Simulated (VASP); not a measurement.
# Si62B (a cell with a defect) in VASP: notebook

Runs on Si62B (a cell with a defect). Level: PBE. Tasks: single point.

Everything below comes from runs of VASP 6.6.1. Logs are shortened: lines on timing, memory, paths and dates and some standing lists are left out, and cuts for length are marked.

**1. The cell of the first run**

The cell holds a defect, 63 atoms: a = 10.860 Å, b = 10.860 Å, c = 10.860 Å, α = 90.00°, β = 90.00°, γ = 90.00°.

**2. Single point, PBE**

INCAR

```
SYSTEM = Si62B
ALGO     = Normal         ! electronic algorithm
EDIFF    = 1E-7           ! SCF threshold, eV
ENCUT    = 520            ! plane-wave cutoff, eV
GGA      = PE             ! functional
ISIF     = 2              ! what is computed and relaxed
ISMEAR   = 0              ! smearing method
LASPH    = .True.         ! aspherical terms in the spheres
LCHARG   = .True.         ! write CHGCAR
LELF     = .True.         ! ELF
LREAL    = Auto         
LVHAR    = .True.       
LWAVE    = .False.        ! write WAVECAR
NBANDS   = 162            ! bands
NELECT   = 252.0        
NELM     = 80             ! most SCF steps
PREC     = Accurate       ! precision mode
SIGMA    = 0.02           ! smearing width, eV
```

KPOINTS

```
k-points
0
Gamma
  1 1 1
  0 0 0
```

POSCAR

```
Si62B
1.0
   10.8600000000      0.0000000000      0.0000000000
    0.0000000000     10.8600000000      0.0000000000
    0.0000000000      0.0000000000     10.8600000000
Si B
62 1
Direct
    0.5009633178      0.0007600220     -0.0003646045
    0.6221894341      0.1293205097      0.1251361347
    0.7479524559      0.2565939866      0.0015261858
    0.8802721705      0.3725187138      0.1270312564
    0.7468466588      0.0005830647      0.2499019139
    0.8739877968      0.1236570862      0.3758851660
   -0.0063138916      0.0033971183     -0.0001266020
    0.1261594007      0.1231615928      0.1255845971
    0.2602266640      0.2578680834      0.0156702971
    0.6224438791      0.6033217893      0.1006867106
    0.7519420185      0.7454459563     -0.0011961403
    0.8734285936      0.8733911899      0.1277026035
    0.2513951566     -0.0023764555      0.2497756100
    0.3733375578      0.1282413968      0.3713359306
    0.4886142139      0.2601946201      0.2393456750
    0.6222027842      0.3745149906      0.3701111101
    0.7479103153      0.4981434313      0.2427772271
    0.8709584474      0.6262963431      0.3690202638
    0.4952432876      0.0011845624      0.4984315715
    0.6230160234      0.1281990992      0.6282666144
    0.7467469536      0.2496345647      0.4988651343
    0.8733566804      0.3717543360      0.6261095789
    0.7500791828      0.0015858949      0.7491023567
    0.8709368855      0.1305037504      0.8731528725
    0.0025291714      0.4999755688     -0.0003897454
    0.1316981626      0.6184467765      0.1269938082
    0.2472681500      0.7537823372      0.0041389622
    0.3790138921      0.8723313465      0.1259248273
    0.0034333261      0.2466373394      0.2528703803
    0.1260865464      0.3739709585      0.3763919937
    0.2602072586      0.4838445155      0.2416816487
    0.3764659698      0.6194499271      0.3672835108
    0.5040092829      0.7365779225      0.2375928152
    0.6230177659      0.8713577343      0.3714285508
    0.0007041931     -0.0011674791      0.5006679012
    0.1274172724      0.1242930848      0.6268798254
    0.2513588524      0.2497869925      0.5019146700
    0.3790500860      0.3735803277      0.6271898891
    0.5009771571      0.4999163997      0.4987643844
    0.6298669375      0.6225003442      0.6234433232
    0.7501792274      0.7504651601      0.4978878834
    0.8752126290      0.8737085853      0.6258561358
    0.2531270534      0.0026755550      0.7540269514
    0.3764264145      0.1322056225      0.8800770122
    0.5040023373      0.2620006960      0.7630732646
    0.6226521784      0.3988366428      0.8962305746
    0.7519982059      0.5008671742      0.7539733428
    0.8810831113      0.6274634982      0.8721177609
    0.0040880524      0.7472842604      0.2483685188
    0.1274304432      0.8726229663      0.3752124631
   -0.0063166855      0.4996856517      0.4962424848
    0.1245472786      0.6226663590      0.6205426916
    0.2531182326      0.7454445408      0.4968178742
    0.3734450575      0.8716747603      0.6278071829
    0.0040984641      0.2511702991      0.7522045313
    0.1316326612      0.3725245882      0.8811320193
    0.2472940798      0.4953023234      0.7457942203
    0.3307932930      0.6741590149      0.8253130229
    0.5105653810      0.7527611171      0.7467607882
    0.6298484737      0.8759958539      0.8771332133
    0.0063444338      0.7516971802      0.7478061042
    0.1244599406      0.8790534419      0.8768408739
    0.3456756259      0.3422539658      0.1572892776
```

Potentials or basis: VASP PAW PBE potentials, release 64 (Si, B).

Launch:

```console
cat potpaw_PBE.64/Si/POTCAR potpaw_PBE.64/B/POTCAR > POTCAR
mpirun -np 1 vasp_gam > vasp.out
```

OUTCAR:

```text
SYSTEM = Si62B
   EDIFF = 1E-7
   ENCUT = 520
   GGA = PE
   ISIF = 2
   ISMEAR = 0
   LASPH = .True.
   LREAL = Auto
   NELECT = 252.0
   NELM = 80
   PREC = Accurate

 ion  position               nearest neighbor table
   1  0.501  0.001  1.000-   2 2.35  44 2.36  60 2.36  28 2.36
   2  0.622  0.129  0.125-   1 2.35   3 2.36   5 2.37  15 2.38
   3  0.748  0.257  0.002-   4 2.35  46 2.35   2 2.36  24 2.37
   4  0.880  0.373  0.127-  17 2.35   3 2.35  29 2.35  25 2.37
   5  0.747  0.001  0.250-  34 2.35  12 2.36   6 2.36   2 2.37
   6  0.874  0.124  0.376-  29 2.35   5 2.36  21 2.36  35 2.36
[... 45 lines left out ...]
  52  0.125  0.623  0.621-  61 2.35  53 2.35  57 2.35  51 2.37
  53  0.253  0.745  0.497-  50 2.35  52 2.35  54 2.37  32 2.38
  54  0.373  0.872  0.628-  59 2.36  43 2.37  53 2.37  19 2.39  58 3.07
  55  0.004  0.251  0.752-  24 2.35  36 2.35  22 2.37  56 2.37
  56  0.132  0.373  0.881-  57 2.35  25 2.35  55 2.37   9 2.37
  57  0.247  0.495  0.746-  58 2.31  38 2.34  56 2.35  52 2.35
  58  0.331  0.674  0.825-  59 2.30  57 2.31  27 2.31  54 3.07
  59  0.511  0.753  0.747-  58 2.30  40 2.34  60 2.34  54 2.36
  60  0.630  0.876  0.877-  59 2.34  23 2.34  11 2.35   1 2.36
  61  0.006  0.752  0.748-  48 2.34  52 2.35  62 2.35  42 2.35
  62  0.124  0.879  0.877-  61 2.35  43 2.35  27 2.35   7 2.37
  63  0.346  0.342  0.157-  15 2.00  31 2.02   9 2.02

  LATTYP: Found a simple cubic cell.
 ALAT       =    10.8600000000

  Lattice vectors:

 A1 = (  10.8600000000,   0.0000000000,   0.0000000000)
 A2 = (   0.0000000000,  10.8600000000,   0.0000000000)
 A3 = (   0.0000000000,   0.0000000000,  10.8600000000)

Analysis of symmetry for initial positions (statically):
=====================================================================
 Subroutine PRICEL returns:
 Original cell was already a primitive cell.

 Routine SETGRP: Setting up the symmetry group for a
 simple cubic supercell.

 Subroutine GETGRP returns: Found  1 space group operations
 (whereof  1 operations were pure point group operations)
 out of a pool of 48 trial point group operations.

The static configuration has the point symmetry C_1 .

Analysis of symmetry for dynamics (positions and initial velocities):
=====================================================================
 Subroutine PRICEL returns:
 Original cell was already a primitive cell.

 Routine SETGRP: Setting up the symmetry group for a
 simple cubic supercell.

 Subroutine GETGRP returns: Found  1 space group operations
 (whereof  1 operations were pure point group operations)
 out of a pool of 48 trial point group operations.

The dynamic configuration has the point symmetry C_1 .

 Subroutine INISYM returns: Found  1 space group operations
 (whereof  1 operations are pure point group operations),
 and found     1 'primitive' translations

----------------------------------------------------------------------------------------

                                     Primitive cell

  volume of cell :    1280.8241

  direct lattice vectors                    reciprocal lattice vectors
    10.860000000  0.000000000  0.000000000     0.092081031  0.000000000  0.000000000
     0.000000000 10.860000000  0.000000000     0.000000000  0.092081031  0.000000000
     0.000000000  0.000000000 10.860000000     0.000000000  0.000000000  0.092081031

  length of vectors
    10.860000000 10.860000000 10.860000000     0.092081031  0.092081031  0.092081031

  position of ions in fractional coordinates (direct lattice)
     0.500963318  0.000760022  0.999635396
     0.622189434  0.129320510  0.125136135
     0.747952456  0.256593987  0.001526186
     0.880272170  0.372518714  0.127031256
     0.746846659  0.000583065  0.249901914
     0.873987797  0.123657086  0.375885166
[... 55 lines left out ...]
     0.124459941  0.879053442  0.876840874
     0.345675626  0.342253966  0.157289278

  ion indices of the primitive-cell ions
   primitive index   ion index
                 1           1
                 2           2
                 3           3
[... 47 lines left out ...]
   PSTRESS=    0.0 pullay stress
   NELECT =     252.0000    total number of electrons
   NUPDOWN=      -1.0000    fix difference up-down
   EMIN   =  10.00;   EMAX   =-10.00  energy-range for DOS
   EFERMI =   0.00;   METHOD = LEGACY
   ISMEAR =     0;   SIGMA  =   0.02  broadening in eV -4-tet -1-fermi 0-gaus
   EFERMI_NEDOS =   21; number of points for ismear=-14 and -15
   IALGO  =     38    algorithm
   IMIX   =      4    mixing-type and parameters
     AMIX     =   0.40;   BMIX     =  1.00
     AMIX_MAG =   1.60;   BMIX_MAG =  1.00
  volume/ion in A,a.u.               =      20.33       137.20
  Fermi-wavevector in a.u.,A,eV,Ry     =   0.952164  1.799329 12.335269  0.906617
  Thomas-Fermi vector in A             =   2.080702
   LORBIT       =      0    0 simple, 1 ext, 2 COOP (PROOUT), +10 PAW based schemes
   GGA     = PE    functional components
   LHFCALC =     F    Hartree Fock is set to
   AEXX    =    0.0000 exact exchange contribution
   IVDW    =     0    specifies the selected vdW correction
   LEPSILON=     F    determine dielectric tensor
   LRPA    =     F    only Hartree local field effects (RPA)
 non-spin polarized calculation
 Gauss-broadening in eV      SIGMA  =   0.02
  energy-cutoff  :      520.00
  volume of cell :     1280.82
 maximum number of plane-waves:     17229
 NGX is ok and might be reduce to    84
   NGX = 41   NGY = 41   NGZ = 41

 number of electron     252.0000001 magnetization

 Free energy of the ion-electron system (eV)
  ---------------------------------------------------
  ext. energy  EPLUGINS =         0.00000000
  ---------------------------------------------------
  free energy    TOTEN  =      -327.34768743 eV

  energy without entropy =     -327.34768743  energy(sigma->0) =     -327.34768743

 E-fermi :   5.9009     XC(G=0):  -9.3157

 val. band max:        5.7822758390   @ k =   0.0000   0.0000   0.0000
 cond. band min:       6.3222775142   @ k =   0.0000   0.0000   0.0000
 fundamental gap:      0.5400016752
 Fermi energy:         5.9008542278

 k-point     1 :       0.0000    0.0000    0.0000
  band No.  band energies     occupation
      1      -6.3023      2.00000
      2      -5.3432      2.00000
      3      -5.2805      2.00000
      4      -5.2393      2.00000
      5      -5.2122      2.00000
      6      -5.2071      2.00000
[... 130 lines left out ...]
    137       6.8511      0.00000
    138       6.9314      0.00000
 [bands above 138 left out]

------------------------ aborting loop because EDIFF is reached ----------------------------------------

  FORCE on cell =-STRESS in cart. coord.  units (eV):
  Direction    XX          YY          ZZ          XY          YZ          ZX
  --------------------------------------------------------------------------------------
  -------------------------------------------------------------------------------------
  Total       23.3408314     16.3983890     16.3949643      0.8371851     -7.1617645     -0.8355297
  in kB       29.1969461     20.5126746     20.5083906      1.0472312     -8.9586206     -1.0451605
  external PRESSURE =      23.4060038 kB  Pullay stress =       0.0000000 kB

 VOLUME and BASIS-vectors are now :
 -----------------------------------------------------------------------------
  energy-cutoff  :      520.00
  volume of cell :     1280.82
      direct lattice vectors                 reciprocal lattice vectors
    10.860000000  0.000000000  0.000000000     0.092081031  0.000000000  0.000000000
     0.000000000 10.860000000  0.000000000     0.000000000  0.092081031  0.000000000
     0.000000000  0.000000000 10.860000000     0.000000000  0.000000000  0.092081031

 POSITION                                       TOTAL-FORCE (eV/Angst)
 -----------------------------------------------------------------------------------
      5.44046      0.00825     10.85604         0.001236     -0.004590     -0.000186
      6.75698      1.40442      1.35898        -0.000582      0.005156     -0.000862
      8.12276      2.78661      0.01657         0.005340      0.003098      0.007972
      9.55976      4.04555      1.37956         0.005347     -0.007199      0.005605
      8.11075      0.00633      2.71393        -0.001938     -0.000574     -0.000707
      9.49151      1.34292      4.08211         0.002741      0.000046     -0.002723
[... 55 lines left out ...]
      1.35163      9.54652      9.52249        -0.001081     -0.001182     -0.005527
      3.75404      3.71688      1.70816        -0.000405      0.001512     -0.003439
 -----------------------------------------------------------------------------------
    total drift:                                0.012678     -0.011431      0.004093

  FREE ENERGIE OF THE ION-ELECTRON SYSTEM (eV)
  ---------------------------------------------------
  free  energy   TOTEN  =      -327.3476874288 eV

  energy  without entropy=     -327.3476874288  energy(sigma->0) =     -327.34768743
```

It took 4.5 min on 1 thread of Intel Xeon Platinum 8488C (Sapphire Rapids), shared host; peak memory 1 GiB.

Results:

```
Free energy   : -327.3477 eV
Largest force : 0.035 eV/Å
```

Forces on the atoms (eV/Å):
```
Si   0.001 -0.005  0.000
Si  -0.001  0.005 -0.001
Si   0.005  0.003  0.008
Si   0.005 -0.007  0.006
Si  -0.002 -0.001 -0.001
Si   0.003  0.000 -0.003
Si  -0.007  0.005 -0.005
Si   0.002 -0.007  0.003
Si  -0.025 -0.013 -0.018
Si  -0.001  0.003  0.002
Si   0.009  0.003 -0.011
Si   0.001 -0.001  0.004
Si  -0.001  0.000 -0.001
Si   0.004 -0.006  0.006
Si   0.020 -0.011  0.013
Si  -0.001 -0.003 -0.006
Si   0.007 -0.016  0.009
Si  -0.002  0.004 -0.003
Si  -0.017  0.000  0.000
Si   0.009 -0.001 -0.001
Si   0.001  0.002  0.002
Si   0.005  0.002  0.001
Si   0.008 -0.001  0.000
Si  -0.001  0.002  0.001
Si  -0.002 -0.008  0.004
Si   0.002  0.005 -0.007
Si  -0.002  0.004  0.000
Si  -0.003 -0.001 -0.004
Si   0.003  0.004  0.001
Si   0.004 -0.005  0.007
Si  -0.024  0.021  0.013
Si  -0.005 -0.008 -0.004
Si  -0.003  0.007  0.004
Si   0.012 -0.003 -0.003
Si  -0.008  0.006 -0.003
Si   0.003 -0.005  0.001
Si  -0.002  0.000  0.000
Si  -0.004  0.004  0.002
Si   0.000  0.000  0.004
Si   0.000  0.000  0.003
Si   0.003  0.002  0.003
Si   0.004 -0.006  0.002
Si   0.004 -0.002  0.003
Si  -0.001  0.007  0.005
Si  -0.001 -0.005 -0.009
Si  -0.004 -0.005 -0.005
Si   0.008  0.003  0.006
Si   0.006  0.003 -0.007
Si   0.000  0.000  0.005
Si   0.001  0.001  0.006
Si  -0.008  0.000 -0.008
Si  -0.004  0.004 -0.001
Si   0.007  0.000  0.002
Si   0.001  0.007 -0.005
Si  -0.002 -0.007  0.002
Si   0.004  0.008 -0.008
Si  -0.002  0.002 -0.004
Si  -0.008  0.007 -0.004
Si  -0.005  0.001  0.000
Si   0.000  0.000 -0.003
Si   0.003  0.001  0.006
Si  -0.001 -0.001 -0.006
B    0.000  0.002 -0.003
```

Caveat: the k points lie up to 0.58 Å⁻¹ apart; the cell carries a net charge on a neutralising background, which shifts energy and pressure; the cell is charged against a uniform background, so pressure and absolute levels hang on convention.

**3. Single point, PBE**

INCAR

```
  PREC = Accurate
  ENCUT = 520
  EDIFF = 1E-6
  ISMEAR = 0
  SIGMA = 0.02
  LREAL = Auto
  LASPH = T
  NELM = 60
  ALGO = Normal
  ISIF = 2
  LWAVE = F
  LCHARG = F
  GGA = PE
  NBANDS = 162
  NELECT = 252.0
```

KPOINTS

```
Automatic mesh
0
Gamma
  1 1 1
```

POSCAR

```
Si62B
1.0
   10.8600000000      0.0000000000      0.0000000000
    0.0000000000     10.8600000000      0.0000000000
    0.0000000000      0.0000000000     10.8600000000
Si B
62 1
Direct
    0.5009633517      0.0007600368     -0.0003646409
    0.6221894107      0.1293205341      0.1251360958
    0.7479524862      0.2565940147      0.0015261510
    0.8802721915      0.3725186924      0.1270312155
    0.7468466851      0.0005830571      0.2499019337
    0.8739878453      0.1236570902      0.3758851750
   -0.0063139042      0.0033971455     -0.0001266114
    0.1261593923      0.1231616022      0.1255846225
    0.2602267035      0.2578680479      0.0156702578
    0.6224439227      0.6033218232      0.1006867403
    0.7519419890      0.7454459484     -0.0011961326
    0.8734285451      0.8733911602      0.1277025783
    0.2513951197     -0.0023764273      0.2497755985
    0.3733375691      0.1282414365      0.3713359116
    0.4886141805      0.2601946593      0.2393456722
    0.6222027624      0.3745150092      0.3701111418
    0.7479103131      0.4981434622      0.2427772560
    0.8709584715      0.6262963168      0.3690202578
    0.4952432781      0.0011845304      0.4984315838
    0.6230160221      0.1281990792      0.6282665746
    0.7467469613      0.2496345304      0.4988651013
    0.8733567219      0.3717543278      0.6261095764
    0.7500791897      0.0015859116      0.7491023941
    0.8709369245      0.1305037753      0.8731528545
    0.0025291897      0.4999755985     -0.0003897790
    0.1316981584      0.6184467772      0.1269938306
    0.2472681400      0.7537823204      0.0041389503
    0.3790139042      0.8723313076      0.1259248619
    0.0034333333      0.2466373849      0.2528703499
    0.1260865562      0.3739709945      0.3763919890
    0.2602072744      0.4838444751      0.2416816759
    0.3764659300      0.6194499079      0.3672835175
    0.5040093002      0.7365779006      0.2375928177
    0.6230177716      0.8713577348      0.3714285451
    0.0007042357     -0.0011674954      0.5006678637
    0.1274173112      0.1242930939      0.6268798343
    0.2513588398      0.2497870166      0.5019146409
    0.3790500921      0.3735802947      0.6271898711
    0.5009771639      0.4999163904      0.4987643646
    0.6298669429      0.6225003683      0.6234432781
    0.7501791897      0.7504651934      0.4978878453
    0.8752126151      0.8737085635      0.6258561694
    0.2531270718      0.0026755064      0.7540269797
    0.3764264273      0.1322056169      0.8800769797
    0.5040023020      0.2620007366      0.7630732965
    0.6226522099      0.3988366483      0.8962305709
    0.7519982505      0.5008671271      0.7539732965
    0.8810831492      0.6274635359      0.8721177716
    0.0040880295      0.7472842541      0.2483685083
    0.1274304788      0.8726229282      0.3752124309
   -0.0063166667      0.4996856354      0.4962424494
    0.1245472376      0.6226663904      0.6205427256
    0.2531182320      0.7454445672      0.4968178637
    0.3734450276      0.8716747698      0.6278071823
    0.0040984346      0.2511702578      0.7522045120
    0.1316326888      0.3725245856      0.8811320442
    0.2472941068      0.4953023020      0.7457941989
    0.3307932781      0.6741590239      0.8253129834
    0.5105653775      0.7527611418      0.7467607735
    0.6298484346      0.8759958564      0.8771332413
    0.0063444751      0.7516971455      0.7478060773
    0.1244599448      0.8790534070      0.8768408840
    0.3456755985      0.3422539595      0.1572893186
```

Potentials or basis: VASP PAW PBE potentials, release 64 (Si, B).

Launch:

```console
cat potpaw_PBE.64/Si/POTCAR potpaw_PBE.64/B/POTCAR > POTCAR
mpirun -np 1 vasp_gam > vasp.out
```

Wall time 5.2 min (1 thread of Intel Xeon Platinum 8488C (Sapphire Rapids), shared host); peak memory 1 GiB.

The run converged. Its results:

```yaml
Free_energy: -327.3477 eV
Largest_force: 0.035 eV/Å
```

Forces in eV/Å, atoms in the order of the input:
```
Si   0.001 -0.005  0.000
Si  -0.001  0.005 -0.001
Si   0.005  0.003  0.008
Si   0.005 -0.007  0.006
Si  -0.002 -0.001 -0.001
Si   0.003  0.000 -0.003
Si  -0.007  0.005 -0.005
Si   0.002 -0.007  0.003
Si  -0.025 -0.013 -0.018
Si  -0.001  0.003  0.002
Si   0.009  0.003 -0.011
Si   0.001 -0.001  0.004
Si  -0.001  0.000 -0.001
Si   0.004 -0.006  0.006
Si   0.020 -0.011  0.013
Si  -0.001 -0.003 -0.006
Si   0.007 -0.016  0.009
Si  -0.002  0.004 -0.003
Si  -0.017  0.000  0.000
Si   0.009 -0.001 -0.001
Si   0.001  0.002  0.002
Si   0.005  0.002  0.001
Si   0.008 -0.001  0.000
Si  -0.001  0.002  0.002
Si  -0.002 -0.008  0.004
Si   0.002  0.005 -0.007
Si  -0.002  0.004  0.000
Si  -0.003 -0.001 -0.004
Si   0.003  0.004  0.001
Si   0.004 -0.005  0.007
Si  -0.024  0.021  0.013
Si  -0.005 -0.008 -0.004
Si  -0.003  0.007  0.004
Si   0.012 -0.003 -0.003
Si  -0.008  0.006 -0.003
Si   0.003 -0.005  0.001
Si  -0.002  0.000  0.000
Si  -0.004  0.004  0.002
Si   0.000  0.000  0.004
Si   0.000  0.000  0.003
Si   0.003  0.002  0.003
Si   0.004 -0.006  0.002
Si   0.004 -0.002  0.003
Si  -0.001  0.007  0.005
Si  -0.001 -0.005 -0.009
Si  -0.004 -0.005 -0.005
Si   0.008  0.003  0.006
Si   0.006  0.003 -0.007
Si   0.000  0.000  0.005
Si   0.001  0.001  0.006
Si  -0.008  0.000 -0.008
Si  -0.004  0.004 -0.001
Si   0.007  0.000  0.002
Si   0.001  0.007 -0.005
Si  -0.002 -0.007  0.002
Si   0.004  0.008 -0.008
Si  -0.002  0.002 -0.004
Si  -0.008  0.007 -0.004
Si  -0.005  0.001  0.000
Si   0.000  0.000 -0.003
Si   0.003  0.001  0.006
Si  -0.001 -0.001 -0.006
B    0.000  0.002 -0.003
```

Levels at points of the mesh, in eV from the Fermi level:
```
           k point  band 122  band 123  band 124  band 125  band 126  band 127  band 128  band 129  band 130  band 131
(0.00, 0.00, 0.00)     -1.28     -0.57     -0.55     -0.52     -0.12      0.42      0.42      0.46      0.48      0.48
```

Caveat: the k points lie up to 0.58 Å⁻¹ apart; the cell carries a net charge on a neutralising background, which shifts energy and pressure; the cell is charged against a uniform background, so pressure and absolute levels hang on convention.
